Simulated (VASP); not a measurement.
Set up this calculation in VASP 6.6.1, as the native input.

| Quantity | Value |
| --- | --- |
| Task | relaxation of volume and atoms at fixed shape |
| Functional | LDA |
| Potentials or basis | VASP PAW LDA potentials, release 64 (Ba_sv, Fe, O) |
| Cutoff | 600 eV |
| k mesh | 8 × 8 × 8 |
| Occupations | fermi-dirac, width 0.1 eV |
| Spin | collinear spin, ferromagnetic start |
| Starting moments | [0.0, 2.4, 0.0, 0.0, 0.0] μB |
| Dipole correction | no |
| Further INCAR settings | ALGO = Normal; EDIFF = 1e-07; IBRION = 2; EDIFFG = -0.01; NSW = 80; ISIF = 8 |

The structure of BaFeO3 lies in POSCAR:

```
BaFeO3
1.0
    4.0200000000      0.0000000000      0.0000000000
    0.0000000000      4.0200000000      0.0000000000
    0.0000000000      0.0000000000      4.0200000000
Ba Fe O
1 1 3
Direct
    0.0000000000      0.0000000000      0.0000000000
    0.5000000000      0.5000000000      0.5000000000
    0.5000000000      0.5000000000      0.0000000000
    0.0000000000      0.5000000000      0.5000000000
    0.5000000000      0.0000000000      0.5000000000
```

These files were run (other wordings do the same):

INCAR

```
PREC     = Accurate       # precision mode
ENCUT    = 600            # plane-wave cutoff, eV
EDIFF    = 1E-7           # SCF threshold, eV
ISMEAR   = -1             # smearing method
SIGMA    = 0.1            # smearing width, eV
LREAL    = False          # projectors in reciprocal space
LASPH    = True           # aspherical terms in the spheres
NELM     = 150            # most SCF steps
ALGO     = Normal         # electronic algorithm
ISIF     = 8              # what is computed and relaxed
LWAVE    = False          # write WAVECAR
LCHARG   = False          # write CHGCAR
ISPIN    = 2              # spin polarisation
MAGMOM   = 0 2.4 0 0 0    # initial moments
LORBIT   = 11             # projections on sites
LMAXMIX  = 4              # l up to which the mixer works
GGA      = CA             # functional
IBRION   = 2              # ionic algorithm
NSW      = 80             # ionic steps
EDIFFG   = -0.01          # ionic threshold
```

KPOINTS

```
regular mesh
0
Gamma
  8 8 8
```

Potentials or basis: VASP PAW LDA potentials, release 64 (Ba_sv, Fe, O).

Command:

```sh
$ cat potpaw_LDA.64/Ba_sv/POTCAR potpaw_LDA.64/Fe/POTCAR potpaw_LDA.64/O/POTCAR > POTCAR
$ mpirun -np 1 vasp_std > vasp.out
```

Results of the run:

```json
{
 "Relaxed volume": "11.48 Å³/atom",
 "Relaxed cell": "a = 3.858 Å, b = 3.858 Å, c = 3.858 Å, α = 90.00°, β = 90.00°, γ = 90.00°",
 "Space group after relaxing (to 0.1 Å)": "Pm-3m (No. 221)",
 "Energy gained by relaxing": "85.1 meV/atom",
 "Ionic steps": "6",
 "Pressure after relaxing": "0.0 GPa",
 "Net moment": "3.32 μB per cell",
 "Site moments": "Ba +0.03; Fe +2.60; O +0.17 μB",
 "Valence electrons inside the program's atomic spheres": "Ba 8.07; Fe 7.17; O 4.96"
}
```

Caveat: a cell with one magnetic atom can't hold antiferromagnetic order, which such compounds often take.

It took 2.8 min on 1 thread of Intel(R) Xeon(R) 6975P-C (Granite Rapids), on a shared host, peak memory 0.25 GiB.
